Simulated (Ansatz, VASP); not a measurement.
**Two plane-wave programs on SiO2**

```xyz
3
Lattice="0.0000 2.2642 2.2642 2.2642 0.0000 2.2642 2.2642 2.2642 0.0000" Properties=species:S:1:pos:R:3 pbc="T T T"
Si    0.0000    0.0000    0.0000
O     1.1321    1.1321    1.1321
O     3.3963    3.3963    3.3963
```

Alike in both runs: task single point; functional HSE06; k mesh 6 × 6 × 6; no spin polarisation.

|  | VASP | Ansatz |
| --- | --- | --- |
| version | VASP 6.6.1 | Ansatz 0.2.0 |
| potentials or method | VASP PAW PBE potentials, release 64 (Si, O) | plane waves, PAW |
| plane-wave cutoff (eV) | 520 | 420 |
| occupations | gaussian, width 0.01 eV | fixed |
| valence electrons in the cell | 16 | 16 |

Ansatz gave:

```
gap on the k mesh at the Fermi level (eV) : 3.59
pressure (GPa)                            : -4.2
```

Estimate VASP's values.

gap on the k mesh at the Fermi level (eV): 3.57; pressure (GPa): -3.9.

Ansatz's warnings: stress exchange threshold loose, stress scf threshold loose.
